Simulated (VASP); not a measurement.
# Pd (Fm-3m) in VASP: a series of runs

Runs on Pd. Level: r2SCAN. Tasks: single point, relaxation of cell and atoms.

Program: VASP 6.6.1. These are calculated values, not measurements. Logs are shortened: lines on timing, memory, paths and dates and some standing lists are left out, and cuts for length are marked.

### Step 1. The cell of the first run

It takes space group Fm-3m (No. 225, cubic). The conventional cell has a = 3.913 Å, b = 3.913 Å, c = 3.913 Å, α = 90.00°, β = 90.00°, γ = 90.00°. Pd (site symmetry m-3m) has 12 Pd at 2.77 Å within 3.6 Å.

### Step 2. Single point, r2SCAN

Contents of POSCAR:

```
Pd
1.0
    0.0000000000      1.9565268677      1.9565268677
    1.9565268677      0.0000000000      1.9565268677
    1.9565268677      1.9565268677      0.0000000000
Pd
1
Direct
    0.0000000000      0.0000000000      0.0000000000
```

Contents of INCAR.step1:

```
  ALGO = Normal
  EDIFF = 1E-4
  ENCUT = 520
  GGA = PE
  ISMEAR = -1
  LASPH = T
  LCHARG = F
  LREAL = F
  LWAVE = T
  NBANDS = 11
  NELM = 100
  PREC = Accurate
  SIGMA = 0.05
```

Contents of INCAR.step2:

```
  ALGO = Normal
  EDIFF = 1E-6
  ENCUT = 520
  ISIF = 2
  ISMEAR = -1
  ISTART = 1
  LASPH = T
  LCHARG = T
  LELF = T
  LMIXTAU = T
  LREAL = F
  LVHAR = T
  LWAVE = F
  METAGGA = R2SCAN
  NBANDS = 11
  NELM = 100
  PREC = Accurate
  SIGMA = 0.05
```

Contents of KPOINTS:

```
k-points
0
Gamma
  8 8 8
```

Potentials or basis: VASP PAW PBE potentials, release 64 (Pd).

The run is started by

```bash
$ cat potpaw_PBE.64/Pd/POTCAR > POTCAR
$ cp INCAR.step1 INCAR
$ mpirun -np 1 vasp_std > vasp.out
$ cp INCAR.step2 INCAR
$ mpirun -np 1 vasp_std > vasp.out
```

OUTCAR:

```text
EDIFF = 1E-6
   ENCUT = 520
   ISIF = 2
   ISMEAR = -1
   ISTART = 1
   LASPH = T
   LREAL = F
   METAGGA = R2SCAN
   NELM = 100
   PREC = Accurate

 ion  position               nearest neighbor table
   1  0.000  0.000  0.000-

  LATTYP: Found a face centered cubic cell.
 ALAT       =     3.9130537354

  Lattice vectors:

 A1 = (   0.0000000000,   1.9565268677,   1.9565268677)
 A2 = (   1.9565268677,   0.0000000000,   1.9565268677)
 A3 = (   1.9565268677,   1.9565268677,   0.0000000000)

Analysis of symmetry for initial positions (statically):
=====================================================================
 Subroutine PRICEL returns:
 Original cell was already a primitive cell.

 Routine SETGRP: Setting up the symmetry group for a
 face centered cubic supercell.

 Subroutine GETGRP returns: Found 48 space group operations
 (whereof 48 operations were pure point group operations)
 out of a pool of 48 trial point group operations.

The static configuration has the point symmetry O_h .

Analysis of symmetry for dynamics (positions and initial velocities):
=====================================================================
 Subroutine PRICEL returns:
 Original cell was already a primitive cell.

 Routine SETGRP: Setting up the symmetry group for a
 face centered cubic supercell.

 Subroutine GETGRP returns: Found 48 space group operations
 (whereof 48 operations were pure point group operations)
 out of a pool of 48 trial point group operations.

The dynamic configuration has the point symmetry O_h .

 Subroutine INISYM returns: Found 48 space group operations
 (whereof 48 operations are pure point group operations),
 and found     1 'primitive' translations

----------------------------------------------------------------------------------------

                                     Primitive cell

  volume of cell :      14.9792

  direct lattice vectors                    reciprocal lattice vectors
     0.000000000  1.956526868  1.956526868    -0.255554886  0.255554886  0.255554886
     1.956526868  0.000000000  1.956526868     0.255554886 -0.255554886  0.255554886
     1.956526868  1.956526868  0.000000000     0.255554886  0.255554886 -0.255554886

  length of vectors
     2.766946831  2.766946831  2.766946831     0.442634046  0.442634046  0.442634046

  position of ions in fractional coordinates (direct lattice)
     0.000000000  0.000000000  0.000000000

  ion indices of the primitive-cell ions
   primitive index   ion index
                 1           1

----------------------------------------------------------------------------------------

 KPOINTS: k-points

Automatic generation of k-mesh.
 Grid dimensions read from file:
 generate k-points for:    8    8    8

 Generating k-lattice:

  Cartesian coordinates                     Fractional coordinates (reciprocal lattice)
    -0.031944361  0.031944361  0.031944361     0.125000000  0.000000000  0.000000000
     0.031944361 -0.031944361  0.031944361     0.000000000  0.125000000  0.000000000
     0.031944361  0.031944361 -0.031944361     0.000000000  0.000000000  0.125000000

  Length of vectors
     0.055329256  0.055329256  0.055329256

  Shift w.r.t. Gamma in fractional coordinates (k-lattice)
     0.000000000  0.000000000  0.000000000

 Subroutine IBZKPT returns following result:
 ===========================================

 Found     29 irreducible k-points:

 Following reciprocal coordinates:
            Coordinates               Weight
  0.000000  0.000000  0.000000      1.000000
  0.125000  0.000000  0.000000      8.000000
  0.250000  0.000000  0.000000      8.000000
  0.375000  0.000000  0.000000      8.000000
  0.500000  0.000000  0.000000      4.000000
  0.125000  0.125000  0.000000      6.000000
[... 16 lines left out ...]
  0.500000  0.250000  0.125000     48.000000
 -0.375000  0.250000  0.125000     24.000000
 [... further k-points ...]
   k-points           NKPTS =     29   k-points in BZ     NKDIM =     29   number of bands    NBANDS=     11
   number of dos      NEDOS =    301   number of ions     NIONS =      1
   total plane-waves  NPLWV =  13824
   dimension x,y,z NGX =    24 NGY =   24 NGZ =   24
   dimension x,y,z NGXF=    48 NGYF=   48 NGZF=   48
   ions per type =               1
   NGX,Y,Z   is equivalent  to a cutoff of  14.42, 14.42, 14.42 a.u.
   NGXF,Y,Z  is equivalent  to a cutoff of  28.84, 28.84, 28.84 a.u.
 SYSTEM =  unknown system
   PREC   = accura    normal or accurate (medium, high low for compatibility)
   ISTART =      1    job   : 0-new  1-cont  2-samecut
   ICHARG =      0    charge: 1-file 2-atom 10-const
   ISPIN  =      1    spin polarized calculation?
   LNONCOLLINEAR =      F non collinear calculations
   LSORBIT =      F    spin-orbit coupling
   LASPH  =      T    aspherical Exc in radial PAW
   ENCUT  =  520.0 eV  38.22 Ry    6.18 a.u.   5.14  5.14  5.14*2*pi/ulx,y,z
   NELM   =    100;   NELMIN=  2; NELMDL=  0     # of ELM steps
   EDIFF  = 0.1E-05   stopping-criterion for ELM
   LREAL  =      F    real-space projection
[... 7 lines left out ...]
   TEBEG  =    0.0;   TEEND  =   0.0 temperature during run
   PSTRESS=    0.0 pullay stress
   NELECT =      10.0000    total number of electrons
   NUPDOWN=      -1.0000    fix difference up-down
   EMIN   =  10.00;   EMAX   =-10.00  energy-range for DOS
   EFERMI =   0.00;   METHOD = LEGACY
   ISMEAR =    -1;   SIGMA  =   0.05  broadening in eV -4-tet -1-fermi 0-gaus
   EFERMI_NEDOS =   21; number of points for ismear=-14 and -15
   IALGO  =     38    algorithm
   IMIX   =      4    mixing-type and parameters
     AMIX     =   0.40;   BMIX     =  1.00
     AMIX_MAG =   1.60;   BMIX_MAG =  1.00
  volume/ion in A,a.u.               =      14.98       101.08
  Fermi-wavevector in a.u.,A,eV,Ry     =   1.430800  2.703820 27.853703  2.047189
  Thomas-Fermi vector in A             =   2.550606
   LORBIT       =      0    0 simple, 1 ext, 2 COOP (PROOUT), +10 PAW based schemes
   METAGGA = R2SCAN    functional components
   LHFCALC =     F    Hartree Fock is set to
   AEXX    =    0.0000 exact exchange contribution
   IVDW    =     0    specifies the selected vdW correction
   LEPSILON=     F    determine dielectric tensor
   LRPA    =     F    only Hartree local field effects (RPA)
 non-spin polarized calculation
  energy-cutoff  :      520.00
  volume of cell :       14.98
 maximum number of plane-waves:       415
 NGX is ok and might be reduce to    24
   NGX = 11   NGY = 11   NGZ = 11

 number of electron       9.9999998 magnetization

 Free energy of the ion-electron system (eV)
  ---------------------------------------------------
  ext. energy  EPLUGINS =         0.00000000
  ---------------------------------------------------
  free energy    TOTEN  =       -22.93727167 eV

  energy without entropy =      -22.92144623  energy(sigma->0) =      -22.92935895

 E-fermi :   9.4615     XC(G=0): -14.0015

 val. band max:        9.4488996111   @ k =   0.5000   0.2500   0.0000
 cond. band min:       9.5482169430   @ k =   0.5000   0.3750   0.0000
 fundamental gap:      0.0993173319
 Fermi energy:         9.4614703495

 k-point     1 :       0.0000    0.0000    0.0000
  band No.  band energies     occupation
      1       2.2969      2.00000
      2       6.5416      2.00000
      3       6.5416      2.00000
      4       6.5416      2.00000
      5       8.1179      2.00000
      6       8.1179      2.00000
      7      27.3722      0.00000
      8      31.9907      0.00000
      9      32.2564      0.00000
     10      32.2564      0.00000
     11      32.2564      0.00000

 k-point     2 :       0.1250    0.0000    0.0000
  band No.  band energies     occupation
      1       2.8557      2.00000
      2       6.3748      2.00000
      3       6.7152      2.00000
      4       6.7152      2.00000
      5       8.0535      2.00000
      6       8.0535      2.00000
      7      27.7630      0.00000
      8      29.4787      0.00000
      9      32.0110      0.00000
     10      32.8565      0.00000
     11      32.8565      0.00000

 k-point     3 :       0.2500    0.0000    0.0000
  band No.  band energies     occupation
      1       3.9851      2.00000
      2       6.5636      2.00000
      3       6.8250      2.00000
      4       6.8250      2.00000
      5       8.2873      2.00000
      6       8.2873      2.00000
      7      24.4688      0.00000
      8      28.4352      0.00000
      9      32.0019      0.00000
     10      33.8291      0.00000
     11      33.8291      0.00000

 k-point     4 :       0.3750    0.0000    0.0000
  band No.  band energies     occupation
      1       4.1762      2.00000
      2       6.5973      2.00000
      3       6.5973      2.00000
      4       8.6879      2.00000
      5       8.9885      1.99984
      6       8.9885      1.99984
      7      19.7549      0.00000
      8      27.3047      0.00000
      9      32.0012      0.00000
     10      32.3500      0.00000
     11      32.3500      0.00000

 k-point     5 :       0.5000    0.0000    0.0000
  band No.  band energies     occupation
      1       4.0758      2.00000
      2       6.4710      2.00000
      3       6.4710      2.00000
      4       9.3569      1.78031
      5       9.3569      1.78030
      6      10.6801      0.00000
      7      16.9631      0.00000
      8      26.7495      0.00000
      9      31.3338      0.00000
     10      31.3338      0.00000
     11      32.0021      0.00000
[... 211 lines left out ...]
 k-point    21 :       0.5000    0.5000    0.0000
  band No.  band energies     occupation
      1       3.9695      2.00000
      2       4.2455      2.00000
      3       9.2985      1.92601
      4       9.6930      0.01931
      5       9.6930      0.01931
      6      13.0281      0.00000
      7      20.5153      0.00000
      8      23.2007      0.00000
      9      23.2007      0.00000
     10      31.2777      0.00000
     11      31.6453      0.00000

 k-point    22 :       0.3750    0.2500    0.1250
  band No.  band energies     occupation
      1       4.9966      2.00000
      2       5.5185      2.00000
      3       6.5748      2.00000
      4       7.8387      2.00000
      5       8.0080      2.00000
      6       9.7047      0.01532
      7      25.0673      0.00000
      8      25.8100      0.00000
      9      29.4810      0.00000
     10      32.0124      0.00000
     11      32.2355      0.00000

 k-point    23 :       0.5000    0.2500    0.1250
  band No.  band energies     occupation
      1       5.0866      2.00000
      2       5.9414      2.00000
      3       6.3850      2.00000
      4       7.6356      2.00000
      5       8.8644      1.99999
      6      12.0148      0.00000
      7      20.5142      0.00000
      8      25.1047      0.00000
      9      27.3912      0.00000
     10      31.9913      0.00000
     11      32.3903      0.00000

 k-point    24 :      -0.3750    0.2500    0.1250
  band No.  band energies     occupation
      1       5.0185      2.00000
      2       5.7396      2.00000
      3       6.9755      2.00000
      4       7.3915      2.00000
      5       9.2297      1.98080
      6      14.5147      0.00000
      7      17.0552      0.00000
      8      25.6732      0.00000
      9      25.9568      0.00000
     10      31.4380      0.00000
     11      32.0264      0.00000

 [... further k-points ...]
[... 5 lines left out ...]
  --------------------------------------------------------------------------------------
  -------------------------------------------------------------------------------------
  Total        0.0662762      0.0662762      0.0662762      0.0000000     -0.0000000     -0.0000000
  in kB        7.0889268      7.0889268      7.0889268      0.0000000     -0.0000000     -0.0000000
  external PRESSURE =       7.0889268 kB  Pullay stress =       0.0000000 kB

 VOLUME and BASIS-vectors are now :
 -----------------------------------------------------------------------------
  energy-cutoff  :      520.00
  volume of cell :       14.98
      direct lattice vectors                 reciprocal lattice vectors
     0.000000000  1.956526868  1.956526868    -0.255554886  0.255554886  0.255554886
     1.956526868  0.000000000  1.956526868     0.255554886 -0.255554886  0.255554886
     1.956526868  1.956526868  0.000000000     0.255554886  0.255554886 -0.255554886

 POSITION                                       TOTAL-FORCE (eV/Angst)
 -----------------------------------------------------------------------------------
      0.00000      0.00000      0.00000         0.000000      0.000000      0.000000
 -----------------------------------------------------------------------------------
    total drift:                               -0.000000      0.000000      0.000000

  FREE ENERGIE OF THE ION-ELECTRON SYSTEM (eV)
  ---------------------------------------------------
  free  energy   TOTEN  =       -22.9372716742 eV

  energy  without entropy=      -22.9214462324  energy(sigma->0) =      -22.92935895
```

Wall time 16 s (1 thread of AMD EPYC 9R45 (Zen 5), shared host); peak memory 0.11 GiB.

Results:

| Item | Value |
| --- | --- |
| Free energy | -22.9373 eV |
| Pressure | 0.7 GPa |
| Band gap on the k mesh | zero (bands 5 and 6 overlap by 1.64 eV) |

Caveat: the PAW data sets were made with another functional, which shifts forces and pressure a little.

### Step 3. Relaxation of cell and atoms, r2SCAN

This run uses another cell than the first one, of 14.75 Å³/atom.

Contents of POSCAR:

```
Pd
1.0
    0.0000000000      1.9465000000      1.9465000000
    1.9465000000      0.0000000000      1.9465000000
    1.9465000000      1.9465000000      0.0000000000
Pd
1
Direct
    0.0000000000      0.0000000000      0.0000000000
```

Contents of INCAR.step1:

```
ALGO     = Normal         # electronic algorithm
EDIFF    = 1E-4           # SCF threshold, eV
ENCUT    = 600            # plane-wave cutoff, eV
GGA      = PE             # functional
ISMEAR   = -1             # smearing method
LASPH    = True           # aspherical terms in the spheres
LCHARG   = False          # write CHGCAR
LREAL    = False          # projectors in reciprocal space
LWAVE    = True           # write WAVECAR
NELM     = 60             # most SCF steps
PREC     = Accurate       # precision mode
SIGMA    = 0.05           # smearing width, eV
```

Contents of INCAR.step2:

```
ALGO     = Normal         # electronic algorithm
EDIFF    = 1E-6           # SCF threshold, eV
EDIFFG   = -0.03          # ionic threshold
ENCUT    = 600            # plane-wave cutoff, eV
IBRION   = 2              # ionic algorithm
ISIF     = 3              # what is computed and relaxed
ISMEAR   = -1             # smearing method
ISTART   = 1            
LASPH    = True           # aspherical terms in the spheres
LCHARG   = False          # write CHGCAR
LMIXTAU  = True         
LREAL    = False          # projectors in reciprocal space
LWAVE    = False          # write WAVECAR
METAGGA  = R2SCAN         # meta-GGA
NELM     = 60             # most SCF steps
NSW      = 80             # ionic steps
PREC     = Accurate       # precision mode
SIGMA    = 0.05           # smearing width, eV
```

KPOINTS is that of step 2.

Potentials or basis: VASP PAW PBE potentials, release 64 (Pd).

The run is started by

```bash
$ cat potpaw_PBE.64/Pd/POTCAR > POTCAR
$ cp INCAR.step1 INCAR
$ mpirun -np 1 vasp_std > vasp.out
$ cp INCAR.step2 INCAR
$ mpirun -np 1 vasp_std > vasp.out
```

Wall time 32 s (1 thread of AMD EPYC 9R45 (Zen 5), shared host); peak memory 0.12 GiB.

Results (log left out):

```yaml
Free_energy: -22.9367 eV
Relaxed_volume: 15.04 Å³/atom
Relaxed_cell: a = 2.771 Å, b = 2.771 Å, c = 2.771 Å, α = 60.00°, β = 60.00°, γ = 60.00°
Space_group_after_relaxing_to_0.1_Å: Fm-3m (No. 225)
Energy_gained_by_relaxing: 3.2 meV/atom
Ionic_steps: 3
Pressure_after_relaxing: 0.0 GPa
Band_gap_on_the_k_mesh: zero (bands 5 and 6 overlap by 1.63 eV)
```

Step by step:
```csv
step,energy change (eV),largest force (eV/Å),pressure (GPa),volume (Å³)
1,0.0000,0.0000,3.74,14.75
2,0.0045,0.0000,-5.20,15.50
3,-0.0032,0.0000,0.05,15.04
```

Final structure:
```
Pd
1.0
     0.00000    1.95904    1.95904
     1.95904    0.00000    1.95904
     1.95904    1.95904    0.00000
Pd
1
Direct
  0.00000 0.00000 0.00000
```

Levels at points of the mesh, in eV from the Fermi level:
| k point | band 3 | band 4 | band 5 | band 6 | band 7 | band 8 |
| --- | --- | --- | --- | --- | --- | --- |
| (0.00, 0.00, 0.00) | -2.90 | -2.90 | -1.34 | -1.34 | 17.91 | 22.55 |
| (0.50, 0.00, 0.00) | -2.97 | -0.10 | -0.10 | 1.23 | 7.47 | 17.29 |
| (0.50, 0.50, 0.00) | -0.16 | 0.23 | 0.23 | 3.57 | 11.01 | 13.72 |

Caveat: the PAW data sets were made with another functional, which shifts forces and pressure a little.

The gap in the log of VASP goes by the Fermi energy; the results here count the filled bands.